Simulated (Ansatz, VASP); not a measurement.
**Rh in VASP and in Ansatz**

```xyz
1
Lattice="0.0000 1.9083 1.9083 1.9083 0.0000 1.9083 1.9083 1.9083 0.0000" Properties=species:S:1:pos:R:3 pbc="T T T"
Rh    0.0000    0.0000    0.0000
```

Alike in both runs: task single point; functional r2SCAN; k mesh 15 × 15 × 15; no spin polarisation.

|  | VASP | Ansatz |
| --- | --- | --- |
| version | VASP 6.6.1 | Ansatz 0.2.0 |
| potentials or method | VASP PAW PBE potentials, release 64 (Rh_sv_GW), cutoff 680 eV | PAW plane waves |
| occupations | fermi-dirac, width 0.1 eV | fermi-dirac |
| valence electrons in the cell | 17 | 17 |

|  | VASP | Ansatz | Ansatz less VASP |
| --- | --- | --- | --- |
| pressure (GPa) | -3.2 | -3.3 | -0.07 |

VASP's potentials were made for PBE, not for r2SCAN.
